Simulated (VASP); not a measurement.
Write the native input for VASP 6.6.1 that does the following.

- Task: relaxation of cell and atoms
- Functional: PBE
- Potentials or basis: VASP PAW PBE potentials, release 64 (Si, Ni, Pt)
- Cutoff: 600 eV
- k mesh: 8 × 8 × 8
- Occupations: gaussian, width 0.1 eV
- Spin: no spin polarisation
- Dipole correction: no
- Further INCAR settings: ALGO = Normal; EDIFF = 1e-06; IBRION = 2; EDIFFG = -0.01; NSW = 100; ISIF = 3

The structure of Si4NiPt3 lies in POSCAR:

```
Si4NiPt3
1.0
    3.3657888095     -3.3984770911      0.0000000000
    3.3657888095      3.3984770911      0.0000000000
    0.0000000000      0.0000000000      4.9425553044
Si Ni Pt
4 1 3
Direct
    0.0000000000      0.0000000000      0.1443179725
    0.5000000000      0.5000000000      0.1695841436
    0.5000000000      0.0000000000      0.8358168193
    0.0000000000      0.5000000000      0.8358168193
    0.0000000000      0.0000000000      0.6737468029
    0.5000000000      0.5000000000      0.6802211578
    0.5000000000      0.0000000000      0.3302481423
    0.0000000000      0.5000000000      0.3302481423
```

One way to write it, as run:

INCAR

```
SYSTEM = Si4NiPt3
PREC     = Accurate       ! precision mode
ENCUT    = 600            ! plane-wave cutoff, eV
EDIFF    = 1E-6           ! SCF threshold, eV
ISMEAR   = 0              ! smearing method
SIGMA    = 0.1            ! smearing width, eV
LREAL    = .FALSE.        ! projectors in reciprocal space
LASPH    = .TRUE.         ! aspherical terms in the spheres
NELM     = 80             ! most SCF steps
ALGO     = Normal         ! electronic algorithm
ISIF     = 3              ! what is computed and relaxed
LWAVE    = .FALSE.        ! write WAVECAR
LCHARG   = .FALSE.        ! write CHGCAR
GGA      = PE             ! functional
IBRION   = 2              ! ionic algorithm
NSW      = 100            ! ionic steps
EDIFFG   = -0.01          ! ionic threshold
```

KPOINTS

```
Automatic mesh
0
G
  8 8 8
  0 0 0
```

Potentials or basis: VASP PAW PBE potentials, release 64 (Si, Ni, Pt).

The run is started by

```sh
$ cat potpaw_PBE.64/Si/POTCAR potpaw_PBE.64/Ni/POTCAR potpaw_PBE.64/Pt/POTCAR > POTCAR
$ mpirun -np 1 vasp_std > vasp.out
```

It gave:

```json
{
  "Relaxed volume": "14.14 Å³/atom",
  "Relaxed cell": "a = 4.783 Å, b = 4.783 Å, c = 4.944 Å, α = 90.00°, β = 90.00°, γ = 90.10°",
  "Space group after relaxing (to 0.1 Å)": "P4mm (No. 99)",
  "Energy gained by relaxing": "0.2 meV/atom",
  "Ionic steps": "12",
  "Pressure after relaxing": "0.0 GPa",
  "Largest force after relaxing": "0.010 eV/Å",
  "Band gap on the k mesh": "zero (bands 28 and 29 overlap by 1.25 eV)"
}
```

Caveat: spin-orbit coupling is left out, which moves the levels of the heavy elements.

Run time: 25 min on 1 thread of AMD EPYC 9R45 96-Core Processor (Zen 5), with other jobs on the host, peak memory 0.56 GiB.
